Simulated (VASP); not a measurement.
# NaH (P6_3/mmc) in VASP: a series of runs, part 2 of 2

VASP 6.6.1. Earlier steps stand in the parts before.

### 3 Relaxation of shape and atoms at fixed volume, PBE (volume scaled by 0.94)

Contents of INCAR:

```
SYSTEM = NaH
  PREC = Accurate
  ENCUT = 600
  EDIFF = 1E-6
  ISMEAR = 0
  SIGMA = 0.02
  LREAL = .False.
  LASPH = .True.
  NELM = 100
  ALGO = Normal
  ISIF = 4
  LWAVE = .False.
  LCHARG = .False.
  GGA = PE
  IBRION = 2
  NSW = 50
  EDIFFG = -0.01
```

Contents of KPOINTS:

```
Automatic mesh
0
Gamma
  6 6 6
  0 0 0
```

Contents of POSCAR:

```
NaH
1.0
    3.8917256799      0.0000000000      0.0000000000
   -1.9458628399      3.3703333033      0.0000000000
    0.0000000000      0.0000000000      4.7782614774
Na H
2 2
Direct
    0.3333333333      0.6666666667      0.2500000000
    0.6666666667      0.3333333333      0.7500000000
    0.3333333333      0.6666666667      0.7500000000
    0.6666666667      0.3333333333      0.2500000000
```

Potentials or basis: VASP PAW PBE potentials, release 64 (Na_pv, H).

Launch:

```sh
> cat potpaw_PBE.64/Na_pv/POTCAR potpaw_PBE.64/H/POTCAR > POTCAR
> mpirun -np 1 vasp_std > vasp.out
```

OUTCAR:

```text
SYSTEM = NaH
   PREC = Accurate
   ENCUT = 600
   EDIFF = 1E-6
   ISMEAR = 0
   LREAL = .False.
   LASPH = .True.
   NELM = 100
   ISIF = 4
   GGA = PE
   IBRION = 2
   NSW = 50
   EDIFFG = -0.01

 ion  position               nearest neighbor table
   1  0.333  0.667  0.250-
   2  0.667  0.333  0.750-
   3  0.333  0.667  0.750-
   4  0.667  0.333  0.250-

  LATTYP: Found a hexagonal cell.
 ALAT       =     3.8917256799
 C/A-ratio  =     1.2278001767

  Lattice vectors:

 A1 = (   3.8917256799,   0.0000000000,   0.0000000000)
 A2 = (  -1.9458628399,   3.3703333033,   0.0000000000)
 A3 = (   0.0000000000,   0.0000000000,   4.7782614774)

Analysis of symmetry for initial positions (statically):
=====================================================================
 Subroutine PRICEL returns:
 Original cell was already a primitive cell.

 Routine SETGRP: Setting up the symmetry group for a
 hexagonal supercell.

 Subroutine GETGRP returns: Found 24 space group operations
 (whereof 12 operations were pure point group operations)
 out of a pool of 24 trial point group operations.

The static configuration has the point symmetry D_3d.
 The point group associated with its full space group is D_6h.

Analysis of symmetry for dynamics (positions and initial velocities):
=====================================================================
 Subroutine PRICEL returns:
 Original cell was already a primitive cell.

 Routine SETGRP: Setting up the symmetry group for a
 hexagonal supercell.

 Subroutine GETGRP returns: Found 24 space group operations
 (whereof 12 operations were pure point group operations)
 out of a pool of 24 trial point group operations.

The dynamic configuration has the point symmetry D_3d.
 The point group associated with its full space group is D_6h.

 Subroutine INISYM returns: Found 24 space group operations
 (whereof 12 operations are pure point group operations),
 and found     1 'primitive' translations

----------------------------------------------------------------------------------------

                                     Primitive cell

  volume of cell :      62.6736

  direct lattice vectors                    reciprocal lattice vectors
     3.891725680  0.000000000  0.000000000     0.256955418  0.148353280  0.000000000
    -1.945862840  3.370333303  0.000000000     0.000000000  0.296706560  0.000000000
     0.000000000  0.000000000  4.778261477     0.000000000  0.000000000  0.209281138

  length of vectors
     3.891725680  3.891725680  4.778261477     0.296706560  0.296706560  0.209281138

  position of ions in fractional coordinates (direct lattice)
     0.333333333  0.666666667  0.250000000
     0.666666667  0.333333333  0.750000000
     0.333333333  0.666666667  0.750000000
     0.666666667  0.333333333  0.250000000

  ion indices of the primitive-cell ions
   primitive index   ion index
                 1           1
                 2           2
                 3           3
                 4           4

----------------------------------------------------------------------------------------

[... 31 lines left out ...]
  0.333333  0.166667  0.000000     12.000000
[... 16 lines left out ...]
  0.166667  0.000000  0.500000      6.000000
  0.333333  0.000000  0.500000      6.000000
 [... further k-points ...]
   k-points           NKPTS =     28   k-points in BZ     NKDIM =     28   number of bands    NBANDS=     12
   number of dos      NEDOS =    301   number of ions     NIONS =      4
   total plane-waves  NPLWV =  40960
   dimension x,y,z NGX =    32 NGY =   32 NGZ =   40
   dimension x,y,z NGXF=    64 NGYF=   64 NGZF=   80
   ions per type =               2   2
   NGX,Y,Z   is equivalent  to a cutoff of  13.67, 13.67, 13.92 a.u.
   NGXF,Y,Z  is equivalent  to a cutoff of  27.34, 27.34, 27.83 a.u.
 SYSTEM =  NaH
   PREC   = accura    normal or accurate (medium, high low for compatibility)
   ISTART =      0    job   : 0-new  1-cont  2-samecut
   ICHARG =      2    charge: 1-file 2-atom 10-const
   ISPIN  =      1    spin polarized calculation?
   LNONCOLLINEAR =      F non collinear calculations
   LSORBIT =      F    spin-orbit coupling
   LASPH  =      T    aspherical Exc in radial PAW
   ENCUT  =  600.0 eV  44.10 Ry    6.64 a.u.   7.77  7.77  9.54*2*pi/ulx,y,z
   NELM   =    100;   NELMIN=  2; NELMDL= -5     # of ELM steps
   EDIFF  = 0.1E-05   stopping-criterion for ELM
   LREAL  =      F    real-space projection
   EDIFFG = -.1E-01   stopping-criterion for IOM
   NSW    =     50    number of steps for IOM
   IBRION =      2    ionic relax: 0-MD 1-quasi-New 2-CG
   NFREE  =      1    steps in history (QN), initial steepest desc. (CG)
   ISIF   =      4    stress and relaxation
   ISYM   =      2    0-nonsym 1-usesym 2-fastsym
   POTIM  = 0.5000    time-step for ionic-motion
   TEBEG  =    0.0;   TEEND  =   0.0 temperature during run
   PSTRESS=    0.0 pullay stress
   NELECT =      16.0000    total number of electrons
   NUPDOWN=      -1.0000    fix difference up-down
   EMIN   =  10.00;   EMAX   =-10.00  energy-range for DOS
   EFERMI =   0.00;   METHOD = LEGACY
   ISMEAR =     0;   SIGMA  =   0.02  broadening in eV -4-tet -1-fermi 0-gaus
   EFERMI_NEDOS =   21; number of points for ismear=-14 and -15
   IALGO  =     38    algorithm
   IMIX   =      4    mixing-type and parameters
     AMIX     =   0.40;   BMIX     =  1.00
     AMIX_MAG =   1.60;   BMIX_MAG =  1.00
  volume/ion in A,a.u.               =      15.67       105.74
  Fermi-wavevector in a.u.,A,eV,Ry     =   1.038532  1.962541 14.674543  1.078548
  Thomas-Fermi vector in A             =   2.173020
   LORBIT       =      0    0 simple, 1 ext, 2 COOP (PROOUT), +10 PAW based schemes
   GGA     = PE    functional components
   LHFCALC =     F    Hartree Fock is set to
   AEXX    =    0.0000 exact exchange contribution
   IVDW    =     0    specifies the selected vdW correction
   LEPSILON=     F    determine dielectric tensor
   LRPA    =     F    only Hartree local field effects (RPA)
 conjugate gradient relaxation of ions
 non-spin polarized calculation
 Gauss-broadening in eV      SIGMA  =   0.02
  energy-cutoff  :      600.00
  volume of cell :       62.67
 maximum number of plane-waves:      2125
 NGX is ok and might be reduce to    32
   NGX = 15   NGY = 15   NGZ = 19

 number of electron      16.0000003 magnetization

 Free energy of the ion-electron system (eV)
  ---------------------------------------------------
  ext. energy  EPLUGINS =         0.00000000
  ---------------------------------------------------
  free energy    TOTEN  =       -10.05947778 eV

  energy without entropy =      -10.05947778  energy(sigma->0) =      -10.05947778

 E-fermi :  -1.2004     XC(G=0):  -7.2381

 val. band max:       -1.3118229471   @ k =   0.1667   0.0000   0.0000
 cond. band min:       2.0462848056   @ k =   0.3333   0.3333   0.0000
 fundamental gap:      3.3581077527
 Fermi energy:        -1.2003681690

 k-point     1 :       0.0000    0.0000    0.0000
  band No.  band energies     occupation
      1     -23.5413      2.00000
      2     -23.4947      2.00000
      3     -23.4947      2.00000
      4     -23.4632      2.00000
      5     -23.4632      2.00000
      6     -23.4424      2.00000
      7      -4.7543      2.00000
      8      -1.3340      2.00000
      9       3.6552      0.00000
     10       6.8836      0.00000
     11       9.2813      0.00000
     12       9.2813      0.00000
[... 331 lines left out ...]
 k-point    24 :       0.3333    0.0000    0.5000
  band No.  band energies     occupation
      1     -23.5296      2.00000
      2     -23.5296      2.00000
      3     -23.4826      2.00000
      4     -23.4826      2.00000
      5     -23.4587      2.00000
      6     -23.4587      2.00000
      7      -2.5394      2.00000
      8      -2.5394      2.00000
      9       3.4810      0.00000
     10       3.4810      0.00000
     11       7.8368      0.00000
     12       7.8368      0.00000

 [... further k-points ...]
[... 5 lines left out ...]
  --------------------------------------------------------------------------------------
  -------------------------------------------------------------------------------------
  Total        0.5091584      0.5091584      0.5112634      0.0000000      0.0000000      0.0000000
  in kB       13.0160279     13.0160279     13.0698410      0.0000000      0.0000000      0.0000000
  external PRESSURE =      13.0339656 kB  Pullay stress =       0.0000000 kB

 VOLUME and BASIS-vectors are now :
 -----------------------------------------------------------------------------
  energy-cutoff  :      600.00
  volume of cell :       62.67
      direct lattice vectors                 reciprocal lattice vectors
     3.891725680  0.000000000  0.000000000     0.256955418  0.148353280  0.000000000
    -1.945862840  3.370333303  0.000000000     0.000000000  0.296706560  0.000000000
     0.000000000  0.000000000  4.778261477     0.000000000  0.000000000  0.209281138

 POSITION                                       TOTAL-FORCE (eV/Angst)
 -----------------------------------------------------------------------------------
     -0.00000      2.24689      1.19457         0.000000      0.000000      0.000000
      1.94586      1.12344      3.58370        -0.000000      0.000000      0.000000
     -0.00000      2.24689      3.58370        -0.000000     -0.000000      0.000000
      1.94586      1.12344      1.19457        -0.000000      0.000000      0.000000
 -----------------------------------------------------------------------------------
    total drift:                               -0.000000     -0.000000      0.000000

  FREE ENERGIE OF THE ION-ELECTRON SYSTEM (eV)
  ---------------------------------------------------
  free  energy   TOTEN  =       -10.0594777779 eV

  energy  without entropy=      -10.0594777779  energy(sigma->0) =      -10.05947778

 reached required accuracy - stopping structural energy minimisation
```

OSZICAR:

```text
N       E                     dE             d eps       ncg     rms          rms(c)
DAV:   1     0.106274223688E+03    0.10627E+03   -0.95552E+03   672   0.158E+03
DAV:   2    -0.512440822376E+01   -0.11140E+03   -0.10652E+03   684   0.336E+02
DAV:   3    -0.110165549161E+02   -0.58921E+01   -0.58665E+01   792   0.896E+01
DAV:   4    -0.111251857678E+02   -0.10863E+00   -0.10860E+00   752   0.129E+01
DAV:   5    -0.111268500437E+02   -0.16643E-02   -0.16642E-02   776   0.165E+00    0.494E+00
DAV:   6    -0.102652650010E+02    0.86159E+00   -0.57199E-01   776   0.501E+00    0.227E+00
DAV:   7    -0.100385628195E+02    0.22670E+00   -0.62443E-01   736   0.397E+00    0.546E-01
DAV:   8    -0.100582060642E+02   -0.19643E-01   -0.30911E-02   696   0.190E+00    0.131E-01
DAV:   9    -0.100594677566E+02   -0.12617E-02   -0.60889E-03   688   0.750E-01    0.489E-02
DAV:  10    -0.100594220891E+02    0.45667E-04   -0.28083E-04   752   0.162E-01    0.150E-02
DAV:  11    -0.100594826373E+02   -0.60548E-04   -0.93231E-05   712   0.729E-02    0.132E-02
DAV:  12    -0.100594776119E+02    0.50254E-05   -0.11789E-05   752   0.222E-02    0.179E-03
DAV:  13    -0.100594777779E+02   -0.16603E-06   -0.89023E-07   604   0.558E-03
   1 F= -.10059478E+02 E0= -.10059478E+02  d E =-.100595E+02
```

It took 14 s on 1 thread of Intel Xeon Platinum 8488C (Sapphire Rapids), shared host; peak memory 0.19 GiB.

Results:

```yaml
Free_energy: -10.0595 eV
Pressure_after_relaxing: 1.3 GPa
Band_gap_on_the_k_mesh: 3.36 eV, indirect (least direct gap 4.28 eV)
```

Final structure:
```
Na H
1.0
     3.89173    0.00000    0.00000
    -1.94586    3.37033    0.00000
     0.00000    0.00000    4.77826
Na H
2 2
Direct
  0.33333 0.66667 0.25000
  0.66667 0.33333 0.75000
  0.33333 0.66667 0.75000
  0.66667 0.33333 0.25000
```

Levels at points of the mesh, in eV from the valence-band top:
```tsv
k point	band 5	band 6	band 7	band 8	band 9	band 10	band 11	band 12
(0.00, 0.00, 0.00)	-22.15	-22.13	-3.44	-0.02	4.97	8.20	10.59	10.59
(0.50, 0.00, 0.00)	-22.16	-22.15	-1.54	-0.62	3.92	7.69	7.80	8.03
(0.00, 0.00, 0.50)	-22.17	-22.17	-2.09	-2.09	7.12	7.12	11.32	11.32
(0.50, 0.00, 0.50)	-22.14	-22.14	-0.83	-0.83	4.02	4.02	8.73	8.73
```

Caveat: the relaxation stopped at its first step, so nothing moved.
